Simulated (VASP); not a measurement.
**Mg: single point with PBE**

The system is Mg.

```
CELL_PARAMETERS angstrom
3.20927 0.00000 0.00000
-1.60464 2.77931 0.00000
0.00000 0.00000 5.21033
ATOMIC_POSITIONS crystal
Mg 0.33333 0.66667 0.25000
Mg 0.72899 0.33333 0.75000
```

This cell differs from its parent crystal: atom 2 (Mg) moved by [0.2, 0.0, 0.0] A.

```yaml
Program: VASP 6.6.1
Task: single point
Functional: PBE
Potentials_or_basis: VASP PAW PBE potentials, release 64 (Mg)
Cutoff: 520 eV
k_mesh: 12 × 12 × 7
Occupations: fermi-dirac, width 0.05 eV
Spin: no spin polarisation
```

The pressure is -0.5 GPa, the largest force is 0.136 eV/Å and the band gap on the k mesh is zero (band 2 reaches 3.59 eV, above the bottom of band 3 at 1.33 eV).

Forces in eV/Å, atoms in the order of the input:
```
Mg   0.133  0.028  0.000
Mg  -0.133 -0.028  0.000
```

Stress tensor (GPa, compression positive):
```
-0.37  0.52  0.00
 0.52 -0.30  0.00
 0.00  0.00 -0.87
```

Levels at points of the mesh, in eV from the Fermi level:
| k point | band 1 | band 2 | band 3 | band 4 | band 5 |
| --- | --- | --- | --- | --- | --- |
| (0.00, 0.00, 0.00) | -6.83 | -1.61 | -1.19 | 10.92 | 10.93 |
| (0.50, 0.00, 0.00) | -2.07 | -2.07 | 2.78 | 2.97 | 3.43 |
| (0.00, 0.50, 0.00) | -2.07 | -2.07 | 2.69 | 3.07 | 3.30 |
| (0.50, 0.50, 0.00) | -2.07 | -2.06 | 2.62 | 3.16 | 3.18 |

It took 71 s on 1 thread of Intel Xeon 8259CL (shared host), peak memory 0.25 GiB.

Caveat: the cell differs from its parent crystal (atom 2 (Mg) moved by [0.2, 0.0, 0.0] A).
